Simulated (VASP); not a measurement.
# CsMg2Sb2 in VASP: notebook

The runs below take CsMg2Sb2 through single point, with r2SCAN.

All numbers are computed with VASP 6.6.1; they aren't measurements. Logs are shortened: lines on timing, memory, paths and dates and some standing lists are left out, and cuts for length are marked.

## Step 1: The cell of the first run

The typed cell holds 5 atoms: a = 4.850 Å, b = 4.850 Å, c = 8.237 Å, α = 90.00°, β = 90.00°, γ = 60.00°.

## Step 2: Single point, r2SCAN

File POSCAR:

```
CsMg2Sb2
1.0
    2.4251960000      4.2005610000      0.0000000000
   -2.4251960000      4.2005610000      0.0000000000
    0.0000000000      0.0000000000      8.2365140000
Mg Sb Cs
2 2 1
Direct
    0.3333000000      0.3334000000      0.6247000000
    0.6667000000      0.6666000000      0.3753000000
    0.3333000000      0.3334000000      0.2680000000
    0.6667000000      0.6666000000      0.7320000000
    0.0000000000      0.0000000000      0.0000000000
```

File INCAR.step1:

```
SYSTEM = CsMg2Sb2
PREC = Accurate
ENCUT = 660
ISMEAR = -1
SIGMA = 0.1
LREAL = .False.
LASPH = .True.
NELM = 120
NBANDS = 20
GGA = PE
ALGO = Normal
EDIFF = 1E-5
LWAVE = .True.
LCHARG = .False.
GGA_COMPAT = .False.
```

File INCAR.step2:

```
SYSTEM = CsMg2Sb2
PREC = Accurate
ENCUT = 660
EDIFF = 1E-6
ISMEAR = -1
SIGMA = 0.1
LREAL = .False.
LASPH = .True.
NELM = 120
ALGO = Normal
ISIF = 2
LWAVE = .False.
LCHARG = .False.
METAGGA = R2SCAN
LMIXTAU = .True.
NBANDS = 20
ISTART = 1
GGA_COMPAT = .False.
```

File KPOINTS:

```
regular mesh
0
Gamma
  4 4 3
  0 0 0
```

Potentials or basis: VASP PAW PBE potentials, release 64 (Mg, Sb, Cs_sv).

On the command line:

```
> cat potpaw_PBE.64/Mg/POTCAR potpaw_PBE.64/Sb/POTCAR potpaw_PBE.64/Cs_sv/POTCAR > POTCAR
> cp INCAR.step1 INCAR
> mpirun -np 1 vasp_std > vasp.out
> cp INCAR.step2 INCAR
> mpirun -np 1 vasp_std > vasp.out
```

OUTCAR:

```text
SYSTEM = CsMg2Sb2
   PREC = Accurate
   ENCUT = 660
   EDIFF = 1E-6
   ISMEAR = -1
   LREAL = .False.
   LASPH = .True.
   NELM = 120
   ISIF = 2
   METAGGA = R2SCAN
   ISTART = 1

 ion  position               nearest neighbor table
   1  0.333  0.333  0.625-   4 2.94   4 2.94   4 2.94   3 2.94   2 3.47   2 3.47   2 3.47
   2  0.667  0.667  0.375-   3 2.94   3 2.94   3 2.94   4 2.94   1 3.47   1 3.47   1 3.47
   3  0.333  0.333  0.268-   2 2.94   2 2.94   2 2.94   1 2.94
   4  0.667  0.667  0.732-   1 2.94   1 2.94   1 2.94   2 2.94
   5  0.000  0.000  0.000-

  LATTYP: Found a hexagonal cell.
 ALAT       =     4.8503905361
 C/A-ratio  =     1.6981135722

  Lattice vectors:

 A1 = (   2.4251960000,  -4.2005610000,   0.0000000000)
 A2 = (   2.4251960000,   4.2005610000,   0.0000000000)
 A3 = (   0.0000000000,   0.0000000000,   8.2365140000)

Analysis of symmetry for initial positions (statically):
=====================================================================
 Subroutine PRICEL returns:
 Original cell was already a primitive cell.

 Routine SETGRP: Setting up the symmetry group for a
 hexagonal supercell.

 Subroutine GETGRP returns: Found  4 space group operations
 (whereof  4 operations were pure point group operations)
 out of a pool of 24 trial point group operations.

The static configuration has the point symmetry C_2h.

Analysis of symmetry for dynamics (positions and initial velocities):
=====================================================================
 Subroutine PRICEL returns:
 Original cell was already a primitive cell.

 Routine SETGRP: Setting up the symmetry group for a
 hexagonal supercell.

 Subroutine GETGRP returns: Found  4 space group operations
 (whereof  4 operations were pure point group operations)
 out of a pool of 24 trial point group operations.

The dynamic configuration has the point symmetry C_2h.

 Subroutine INISYM returns: Found  4 space group operations
 (whereof  4 operations are pure point group operations),
 and found     1 'primitive' translations

----------------------------------------------------------------------------------------

                                     Primitive cell

  volume of cell :     167.8138

  direct lattice vectors                    reciprocal lattice vectors
     2.425196000  4.200561000  0.000000000     0.206168903  0.119031720  0.000000000
    -2.425196000  4.200561000  0.000000000    -0.206168903  0.119031720  0.000000000
     0.000000000  0.000000000  8.236514000     0.000000000  0.000000000  0.121410587

  length of vectors
     4.850390536  4.850390536  8.236514000     0.238063368  0.238063368  0.121410587

  position of ions in fractional coordinates (direct lattice)
     0.333300000  0.333400000  0.624700000
     0.666700000  0.666600000  0.375300000
     0.333300000  0.333400000  0.268000000
     0.666700000  0.666600000  0.732000000
     0.000000000  0.000000000  0.000000000

  ion indices of the primitive-cell ions
   primitive index   ion index
                 1           1
                 2           2
                 3           3
                 4           4
                 5           5

----------------------------------------------------------------------------------------

 KPOINTS: regular mesh

Automatic generation of k-mesh.
 Grid dimensions read from file:
 generate k-points for:    4    4    3

 Generating k-lattice:

  Cartesian coordinates                     Fractional coordinates (reciprocal lattice)
     0.051542226  0.029757930  0.000000000     0.250000000  0.000000000  0.000000000
    -0.051542226  0.029757930  0.000000000     0.000000000  0.250000000  0.000000000
     0.000000000  0.000000000  0.040470196     0.000000000  0.000000000  0.333333333

  Length of vectors
     0.059515842  0.059515842  0.040470196

  Shift w.r.t. Gamma in fractional coordinates (k-lattice)
     0.000000000  0.000000000  0.000000000

 Subroutine IBZKPT returns following result:
 ===========================================

 Found     17 irreducible k-points:

 Following reciprocal coordinates:
            Coordinates               Weight
  0.000000  0.000000  0.000000      1.000000
  0.250000  0.000000  0.000000      4.000000
  0.000000  0.250000  0.000000      2.000000
  0.500000  0.000000  0.000000      2.000000
  0.000000  0.500000  0.000000      1.000000
  0.500000  0.250000  0.000000      2.000000
[... 9 lines left out ...]
  0.250000  0.500000  0.333333      4.000000
 -0.250000  0.500000  0.333333      4.000000
   k-points           NKPTS =     17   k-points in BZ     NKDIM =     17   number of bands    NBANDS=     20
   number of dos      NEDOS =    301   number of ions     NIONS =      5
   total plane-waves  NPLWV = 123480
   dimension x,y,z NGX =    42 NGY =   42 NGZ =   70
   dimension x,y,z NGXF=    84 NGYF=   84 NGZF=  140
   ions per type =               2   2   1
   NGX,Y,Z   is equivalent  to a cutoff of  14.40, 14.40, 14.13 a.u.
   NGXF,Y,Z  is equivalent  to a cutoff of  28.79, 28.79, 28.26 a.u.
 SYSTEM =  CsMg2Sb2
   PREC   = accura    normal or accurate (medium, high low for compatibility)
   ISTART =      1    job   : 0-new  1-cont  2-samecut
   ICHARG =      0    charge: 1-file 2-atom 10-const
   ISPIN  =      1    spin polarized calculation?
   LNONCOLLINEAR =      F non collinear calculations
   LSORBIT =      F    spin-orbit coupling
   LASPH  =      T    aspherical Exc in radial PAW
   ENCUT  =  660.0 eV  48.51 Ry    6.96 a.u.  10.16 10.16 17.25*2*pi/ulx,y,z
   NELM   =    120;   NELMIN=  2; NELMDL=  0     # of ELM steps
   EDIFF  = 0.1E-05   stopping-criterion for ELM
   LREAL  =      F    real-space projection
   EDIFFG = 0.1E-04   stopping-criterion for IOM
   NSW    =      0    number of steps for IOM
   IBRION =     -1    ionic relax: 0-MD 1-quasi-New 2-CG
   NFREE  =      0    steps in history (QN), initial steepest desc. (CG)
   ISIF   =      2    stress and relaxation
   ISYM   =      2    0-nonsym 1-usesym 2-fastsym
   POTIM  = 0.5000    time-step for ionic-motion
   TEBEG  =    0.0;   TEEND  =   0.0 temperature during run
   PSTRESS=    0.0 pullay stress
   NELECT =      23.0000    total number of electrons
   NUPDOWN=      -1.0000    fix difference up-down
   EMIN   =  10.00;   EMAX   =-10.00  energy-range for DOS
   EFERMI =   0.00;   METHOD = LEGACY
   ISMEAR =    -1;   SIGMA  =   0.10  broadening in eV -4-tet -1-fermi 0-gaus
   EFERMI_NEDOS =   21; number of points for ismear=-14 and -15
   IALGO  =     38    algorithm
   IMIX   =      4    mixing-type and parameters
     AMIX     =   0.40;   BMIX     =  1.00
     AMIX_MAG =   1.60;   BMIX_MAG =  1.00
  volume/ion in A,a.u.               =      33.56       226.49
  Fermi-wavevector in a.u.,A,eV,Ry     =   0.844063  1.595048  9.693369  0.712443
  Thomas-Fermi vector in A             =   1.959031
   LORBIT       =      0    0 simple, 1 ext, 2 COOP (PROOUT), +10 PAW based schemes
   METAGGA = R2SCAN    functional components
   LHFCALC =     F    Hartree Fock is set to
   AEXX    =    0.0000 exact exchange contribution
   IVDW    =     0    specifies the selected vdW correction
   LEPSILON=     F    determine dielectric tensor
   LRPA    =     F    only Hartree local field effects (RPA)
 non-spin polarized calculation
  energy-cutoff  :      660.00
  volume of cell :      167.81
 maximum number of plane-waves:      6484
 NGX is ok and might be reduce to    42
   NGX = 21   NGY = 21   NGZ = 35

 number of electron      22.9999999 magnetization

 Free energy of the ion-electron system (eV)
  ---------------------------------------------------
  ext. energy  EPLUGINS =         0.00000000
  ---------------------------------------------------
  free energy    TOTEN  =       -86.81995391 eV

  energy without entropy =      -86.68002327  energy(sigma->0) =      -86.74998859

 E-fermi :   2.4846     XC(G=0):  -8.7007

 val. band max:        2.4336915843   @ k =   0.0000   0.2500   0.0000
 cond. band min:       2.5609872128   @ k =  -0.0000  -0.2500   0.3333
 fundamental gap:      0.1272956284
 Fermi energy:         2.4846348249

 k-point     1 :       0.0000    0.0000    0.0000
  band No.  band energies     occupation
      1     -19.2083      2.00000
      2      -6.8725      2.00000
      3      -6.5373      2.00000
      4      -5.6470      2.00000
      5      -5.6468      2.00000
      6      -4.6217      2.00000
[... 12 lines left out ...]
     19       7.3071      0.00000
     20       7.4429      0.00000

 k-point     2 :       0.2500    0.0000    0.0000
  band No.  band energies     occupation
      1     -19.1926      2.00000
      2      -6.6880      2.00000
      3      -6.5401      2.00000
      4      -5.7053      2.00000
      5      -5.4824      2.00000
      6      -4.8716      2.00000
[... 12 lines left out ...]
     19       8.1449      0.00000
     20       8.6543      0.00000

 k-point     3 :       0.0000    0.2500    0.0000
  band No.  band energies     occupation
      1     -19.1925      2.00000
      2      -6.6880      2.00000
      3      -6.5403      2.00000
      4      -5.7052      2.00000
      5      -5.4822      2.00000
      6      -4.8718      2.00000
[... 12 lines left out ...]
     19       8.1455      0.00000
     20       8.6532      0.00000

 k-point     4 :       0.5000    0.0000    0.0000
  band No.  band energies     occupation
      1     -19.1767      2.00000
      2      -6.8168      2.00000
      3      -5.9117      2.00000
      4      -5.7620      2.00000
      5      -5.6944      2.00000
      6      -4.9749      2.00000
[... 268 lines left out ...]
 k-point    16 :       0.2500    0.5000    0.3333
  band No.  band energies     occupation
      1     -19.1767      2.00000
      2      -6.6004      2.00000
      3      -6.3672      2.00000
      4      -5.8755      2.00000
      5      -5.2954      2.00000
      6      -5.0202      2.00000
[... 12 lines left out ...]
     19       8.4063      0.00000
     20       9.9663      0.00000

 k-point    17 :      -0.2500    0.5000    0.3333
  band No.  band energies     occupation
      1     -19.1767      2.00000
      2      -6.6005      2.00000
      3      -6.3671      2.00000
      4      -5.8755      2.00000
      5      -5.2953      2.00000
      6      -5.0203      2.00000
[... 12 lines left out ...]
     19       8.4065      0.00000
     20       9.9664      0.00000

------------------------ aborting loop because EDIFF is reached ----------------------------------------

  FORCE on cell =-STRESS in cart. coord.  units (eV):
  Direction    XX          YY          ZZ          XY          YZ          ZX
  --------------------------------------------------------------------------------------
  -------------------------------------------------------------------------------------
  Total        0.8951547      0.8979562      3.4700709      0.0024267      0.0007346     -0.0012724
  in kB        8.5463588      8.5731050     33.1299935      0.0231688      0.0070138     -0.0121481
  external PRESSURE =      16.7498191 kB  Pullay stress =       0.0000000 kB

 VOLUME and BASIS-vectors are now :
 -----------------------------------------------------------------------------
  energy-cutoff  :      660.00
  volume of cell :      167.81
      direct lattice vectors                 reciprocal lattice vectors
     2.425196000  4.200561000  0.000000000     0.206168903  0.119031720  0.000000000
    -2.425196000  4.200561000  0.000000000    -0.206168903  0.119031720  0.000000000
     0.000000000  0.000000000  8.236514000     0.000000000  0.000000000  0.121410587

 POSITION                                       TOTAL-FORCE (eV/Angst)
 -----------------------------------------------------------------------------------
     -0.00024      2.80051      5.14535         0.001247     -0.000720     -0.173379
      0.00024      5.60061      3.09116        -0.001247      0.000720      0.173379
     -0.00024      2.80051      2.20739         0.001469     -0.000848      0.911081
      0.00024      5.60061      6.02913        -0.001469      0.000848     -0.911081
      0.00000      0.00000      0.00000        -0.000000     -0.000000      0.000000
 -----------------------------------------------------------------------------------
    total drift:                                0.000000      0.000000     -0.000000

  FREE ENERGIE OF THE ION-ELECTRON SYSTEM (eV)
  ---------------------------------------------------
  free  energy   TOTEN  =       -86.8199539085 eV

  energy  without entropy=      -86.6800232699  energy(sigma->0) =      -86.74998859
```

Wall time 11 min (1 thread of Intel Xeon 8259CL, shared host); peak memory 0.45 GiB.

What came out:

* Free energy: -86.8200 eV
* Pressure: 1.7 GPa
* Largest force: 0.911 eV/Å
* Band gap on the k mesh: zero (an odd number of electrons rules out a gap without spin polarisation)

Forces on the atoms (eV/Å):
```
Mg   0.001 -0.001 -0.173
Mg  -0.001  0.001  0.173
Sb   0.001 -0.001  0.911
Sb  -0.001  0.001 -0.911
Cs   0.000  0.000  0.000
```

Levels at points of the mesh, in eV from the Fermi level:
| k point | band 10 | band 11 | band 12 | band 13 | band 14 | band 15 |
| --- | --- | --- | --- | --- | --- | --- |
| (0.00, 0.00, 0.00) | 0.36 | 0.36 | 0.48 | 2.40 | 2.81 | 3.73 |
| (0.50, 0.00, 0.00) | -0.75 | -0.73 | -0.45 | 2.05 | 4.07 | 4.16 |
| (0.00, 0.50, 0.00) | -0.75 | -0.73 | -0.45 | 2.04 | 4.06 | 4.16 |

Caveat: the k points lie up to 0.37 Å⁻¹ apart, too coarse for converged energies and pressures of a metal; the PAW data sets were made with another functional, which shifts forces and pressure a little; spin-orbit coupling is left out, which moves the levels of the heavy elements.

## Step 3: Single point, r2SCAN

POSCAR is that of step 2.

File INCAR.step1:

```
  PREC = Accurate
  ENCUT = 660
  ISMEAR = -1
  SIGMA = 0.1
  LREAL = False
  LASPH = True
  NELM = 120
  NBANDS = 20
  GGA = PE
  ALGO = Normal
  EDIFF = 1E-5
  LWAVE = True
  LCHARG = False
  GGA_COMPAT = False
```

File INCAR.step2:

```
  PREC = Accurate
  ENCUT = 660
  EDIFF = 1E-6
  ISMEAR = -1
  SIGMA = 0.1
  LREAL = False
  LASPH = True
  NELM = 120
  ALGO = Normal
  ISIF = 2
  LWAVE = False
  LCHARG = True
  METAGGA = R2SCAN
  LMIXTAU = True
  LELF = True
  LVHAR = True
  NBANDS = 20
  ISTART = 1
  GGA_COMPAT = False
```

File KPOINTS:

```
Automatic mesh
0
Gamma
  4 4 3
```

Potentials or basis: VASP PAW PBE potentials, release 64 (Mg, Sb, Cs_sv).

On the command line:

```
> cat potpaw_PBE.64/Mg/POTCAR potpaw_PBE.64/Sb/POTCAR potpaw_PBE.64/Cs_sv/POTCAR > POTCAR
> cp INCAR.step1 INCAR
> mpirun -np 1 vasp_std > vasp.out
> cp INCAR.step2 INCAR
> mpirun -np 1 vasp_std > vasp.out
```

It took 11 min on 1 thread of Intel Xeon 8259CL, shared host; peak memory 0.45 GiB.

Results (log left out):

* Free energy: -86.8200 eV
* Pressure: 1.7 GPa
* Largest force: 0.911 eV/Å
* Band gap on the k mesh: zero (an odd number of electrons rules out a gap without spin polarisation)

Forces in eV/Å, atoms in the order of the input:
```
Mg   0.001 -0.001 -0.173
Mg  -0.001  0.001  0.173
Sb   0.001 -0.001  0.911
Sb  -0.001  0.001 -0.911
Cs   0.000  0.000  0.000
```

Stress tensor (GPa, compression positive):
```
0.85 0.00 0.00
0.00 0.86 0.00
0.00 0.00 3.31
```

Levels at points of the mesh, in eV from the Fermi level:
```csv
k point,band 9,band 10,band 11,band 12,band 13,band 14,band 15,band 16
"(0.00, 0.00, 0.00)",-0.48,0.36,0.36,0.48,2.40,2.81,3.73,4.36
"(0.50, 0.00, 0.00)",-0.88,-0.75,-0.73,-0.45,2.05,4.07,4.16,5.48
"(0.00, 0.50, 0.00)",-0.88,-0.75,-0.73,-0.45,2.04,4.06,4.16,5.48
```

Caveat: the k points lie up to 0.37 Å⁻¹ apart, too coarse for converged energies and pressures of a metal; the PAW data sets were made with another functional, which shifts forces and pressure a little; spin-orbit coupling is left out, which moves the levels of the heavy elements.

## Step 4: Single point, r2SCAN

POSCAR is that of step 3.

File INCAR.step1:

```
SYSTEM = CsMg2Sb2
PREC = Accurate
ENCUT = 660
ISMEAR = -1
SIGMA = 0.1
LREAL = .False.
LASPH = .True.
NELM = 120
NBANDS = 20
ISYM = 0
GGA = PE
ALGO = Normal
EDIFF = 1E-5
LWAVE = .True.
LCHARG = .False.
GGA_COMPAT = .False.
```

File INCAR.step2:

```
SYSTEM = CsMg2Sb2
PREC = Accurate
ENCUT = 660
EDIFF = 1E-6
ISMEAR = -1
SIGMA = 0.1
LREAL = .False.
LASPH = .True.
NELM = 120
ALGO = Normal
ISIF = 2
LWAVE = .False.
LCHARG = .False.
METAGGA = R2SCAN
LMIXTAU = .True.
NBANDS = 20
ISYM = 0
ISTART = 1
GGA_COMPAT = .False.
```

File KPOINTS:

```
Automatic mesh
0
Gamma
  4 4 3
  0.5 0.5 0.5
```

On the command line:

```
> cat potpaw_PBE.64/Mg/POTCAR potpaw_PBE.64/Sb/POTCAR potpaw_PBE.64/Cs_sv/POTCAR > POTCAR
> cp INCAR.step1 INCAR
> mpirun -np 1 vasp_std > vasp.out
> cp INCAR.step2 INCAR
> mpirun -np 1 vasp_std > vasp.out
```

Run time: 41 min. Hardware: 1 thread of Intel Xeon 8259CL, shared host; peak memory 0.63 GiB.

Results (log left out):

| Property | Result |
| --- | --- |
| Free energy | -86.8433 eV |
| Pressure | 1.6 GPa |
| Largest force | 0.926 eV/Å |
| Band gap on the k mesh | zero (an odd number of electrons rules out a gap without spin polarisation) |

Forces on the atoms (eV/Å):
```
Mg   0.001 -0.001 -0.107
Mg  -0.001  0.001  0.107
Sb   0.001 -0.001  0.926
Sb  -0.001  0.001 -0.926
Cs   0.000  0.000  0.000
```

Stress tensor (GPa, compression positive):
```
0.84 0.00 0.00
0.00 0.84 0.00
0.00 0.00 3.16
```

Levels at points of the mesh, in eV from the Fermi level:
| k point | band 8 | band 9 | band 10 | band 11 | band 12 | band 13 | band 14 | band 15 | band 16 | band 17 |
| --- | --- | --- | --- | --- | --- | --- | --- | --- | --- | --- |
| (0.12, 0.12, 0.17) | -0.89 | -0.55 | -0.42 | 0.31 | 0.31 | 2.99 | 3.38 | 3.84 | 4.42 | 4.56 |

Caveat: the k points lie up to 0.37 Å⁻¹ apart, too coarse for converged energies and pressures of a metal; the PAW data sets were made with another functional, which shifts forces and pressure a little; spin-orbit coupling is left out, which moves the levels of the heavy elements.

The gap in the log of VASP goes by the Fermi energy; the results here count the filled bands.